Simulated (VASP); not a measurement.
# Al2Cu (I4/mcm) in VASP: notebook, part 2 of 2

VASP 6.6.1. Earlier steps stand in the parts before.

**3. Single point, PBEsol**

This run uses another cell than the first one, of 14.45 Å³/atom.

INCAR

```
  PREC = Accurate
  ENCUT = 520
  EDIFF = 1E-7
  ISMEAR = -1
  SIGMA = 0.1
  LREAL = False
  LASPH = True
  NELM = 80
  ALGO = Normal
  ISIF = 2
  LWAVE = False
  LCHARG = False
  GGA = PS
  NBANDS = 26
```

KPOINTS

```
Automatic mesh
0
Gamma
  8 8 8
```

POSCAR

```
Al2Cu
1.0
   -3.0081490843      3.0081490843      2.3961190944
    3.0081490843     -3.0081490843      2.3961190944
    3.0081490843      3.0081490843     -2.3961190944
Al Cu
4 2
Direct
    0.6585758870      0.1585758870      0.8171517740
    0.1585758870      0.3414241130      0.5000000000
    0.3414241130      0.8414241130      0.1828482260
    0.8414241130      0.6585758870      0.5000000000
    0.2500000000      0.2500000000      0.0000000000
    0.7500000000      0.7500000000      0.0000000000
```

Potentials or basis: VASP PAW PBE potentials, release 64 (Al, Cu).

Run with:

```
cat potpaw_PBE.64/Al/POTCAR potpaw_PBE.64/Cu/POTCAR > POTCAR
mpirun -np 1 vasp_std > vasp.out
```

OUTCAR:

```text
PREC = Accurate
   ENCUT = 520
   EDIFF = 1E-7
   ISMEAR = -1
   LREAL = False
   LASPH = True
   NELM = 80
   ISIF = 2
   GGA = PS

 ion  position               nearest neighbor table
   1  0.659  0.159  0.817-   5 2.56   6 2.56   5 2.56   6 2.56   3 2.70   3 2.86   3 2.86   2 3.06
                             4 3.06   4 3.06   2 3.06   2 3.20   4 3.20   4 3.20   2 3.20
   2  0.159  0.341  0.500-   6 2.56   5 2.56   5 2.56   6 2.56   4 2.70   4 2.86   4 2.86   1 3.06
                             3 3.06   1 3.06   3 3.06   1 3.20   3 3.20   3 3.20   1 3.20
   3  0.341  0.841  0.183-   5 2.56   6 2.56   5 2.56   6 2.56   1 2.70   1 2.86   1 2.86   4 3.06
                             2 3.06   2 3.06   4 3.06   4 3.20   2 3.20   4 3.20   2 3.20
   4  0.841  0.659  0.500-   5 2.56   6 2.56   6 2.56   5 2.56   2 2.70   2 2.86   2 2.86   1 3.06
                             3 3.06   1 3.06   3 3.06   1 3.20   3 3.20   1 3.20   3 3.20
   5  0.250  0.250  0.000-   6 2.40   6 2.40   1 2.56   3 2.56   1 2.56   3 2.56   2 2.56   4 2.56
                             4 2.56   2 2.56
   6  0.750  0.750  0.000-   5 2.40   5 2.40   1 2.56   3 2.56   1 2.56   3 2.56   4 2.56   4 2.56
                             2 2.56   2 2.56

  LATTYP: Found a body centered tetragonal cell.
 ALAT       =     6.0162981686
 C/A-ratio  =     0.7965426670

  Lattice vectors:

 A1 = (  -3.0081490843,   3.0081490843,   2.3961190944)
 A2 = (   3.0081490843,  -3.0081490843,   2.3961190944)
 A3 = (   3.0081490843,   3.0081490843,  -2.3961190944)

Analysis of symmetry for initial positions (statically):
=====================================================================
 Subroutine PRICEL returns:
 Original cell was already a primitive cell.

 Routine SETGRP: Setting up the symmetry group for a
 body centered tetragonal supercell.

 Subroutine GETGRP returns: Found 16 space group operations
 (whereof  8 operations were pure point group operations)
 out of a pool of 16 trial point group operations.

The static configuration has the point symmetry C_4h.
 The point group associated with its full space group is D_4h.

Analysis of symmetry for dynamics (positions and initial velocities):
=====================================================================
 Subroutine PRICEL returns:
 Original cell was already a primitive cell.
[... 139 lines left out ...]
  Fermi-wavevector in a.u.,A,eV,Ry     =   1.198153  2.264180 19.532108  1.435569
  Thomas-Fermi vector in A             =   2.334049
   LORBIT       =      0    0 simple, 1 ext, 2 COOP (PROOUT), +10 PAW based schemes
   GGA     = PS    functional components
   LHFCALC =     F    Hartree Fock is set to
   AEXX    =    0.0000 exact exchange contribution
   IVDW    =     0    specifies the selected vdW correction
   LEPSILON=     F    determine dielectric tensor
   LRPA    =     F    only Hartree local field effects (RPA)
 non-spin polarized calculation
  energy-cutoff  :      520.00
  volume of cell :       86.73
 maximum number of plane-waves:      2369
   NGX = 19   NGY = 19   NGZ = 19

 number of electron      34.0000006 magnetization

 Free energy of the ion-electron system (eV)
  ---------------------------------------------------
  ext. energy  EPLUGINS =         0.00000000
  ---------------------------------------------------
  free energy    TOTEN  =       -26.02581889 eV

  energy without entropy =      -25.95846262  energy(sigma->0) =      -25.99214075

 E-fermi :   8.2270     XC(G=0): -11.0774

 val. band max:        8.2084793755   @ k =  -0.3750   0.5000   0.2500
 cond. band min:       8.2290228049   @ k =   0.3750   0.2500   0.0000
 fundamental gap:      0.0205434293
 Fermi energy:         8.2269788484

 k-point     1 :       0.0000    0.0000    0.0000
  band No.  band energies     occupation
      1      -2.7408      2.00000
      2       2.7551      2.00000
      3       2.9436      2.00000
      4       2.9668      2.00000
      5       2.9668      2.00000
      6       3.8991      2.00000
[... 685 lines left out ...]
     25      14.5402      0.00000
     26      14.5402      0.00000

 [... further k-points ...]
[... 5 lines left out ...]
  --------------------------------------------------------------------------------------
  -------------------------------------------------------------------------------------
  Total        0.1390437      0.1390437      0.1476720      0.0000000      0.0000000      0.0000000
  in kB        2.5685905      2.5685905      2.7279829      0.0000000      0.0000000      0.0000000
  external PRESSURE =       2.6217213 kB  Pullay stress =       0.0000000 kB

 VOLUME and BASIS-vectors are now :
 -----------------------------------------------------------------------------
  energy-cutoff  :      520.00
  volume of cell :       86.73
      direct lattice vectors                 reciprocal lattice vectors
    -3.008149084  3.008149084  2.396119094     0.000000000  0.166215166  0.208670763
     3.008149084 -3.008149084  2.396119094     0.166215166  0.000000000  0.208670763
     3.008149084  3.008149084 -2.396119094     0.166215166  0.166215166  0.000000000

 POSITION                                       TOTAL-FORCE (eV/Angst)
 -----------------------------------------------------------------------------------
      0.95404      3.96219     -0.00000        -0.001493     -0.001493     -0.000000
      2.05411      0.95404      0.00000         0.001493     -0.001493      0.000000
      2.05411     -0.95404      2.39612         0.001493      0.001493      0.000000
      0.95404      2.05411      2.39612        -0.001493      0.001493      0.000000
      0.00000      0.00000      1.19806        -0.000000      0.000000      0.000000
      0.00000      0.00000      3.59418        -0.000000      0.000000      0.000000
 -----------------------------------------------------------------------------------
    total drift:                                0.000000      0.000000      0.000000

  FREE ENERGIE OF THE ION-ELECTRON SYSTEM (eV)
  ---------------------------------------------------
  free  energy   TOTEN  =       -26.0258188891 eV

  energy  without entropy=      -25.9584626195  energy(sigma->0) =      -25.99214075
```

It took 3.4 min on 1 thread of Intel Xeon Platinum 8259CL at 2.50GHz (Skylake/Cascade Lake), shared host; peak memory 0.27 GiB.

Results:

| Item | Value |
| --- | --- |
| Free energy | -26.0258 eV |
| Pressure | 0.3 GPa |
| Band gap on the k mesh | zero (bands 17 and 18 overlap by 4.43 eV) |

Forces in eV/Å, atoms in the order of the input:
```
Al  -0.001 -0.001  0.000
Al   0.001 -0.001  0.000
Al   0.001  0.001  0.000
Al  -0.001  0.001  0.000
Cu   0.000  0.000  0.000
Cu   0.000  0.000  0.000
```

Caveat: the PAW data sets were made with another functional, which shifts forces and pressure a little.
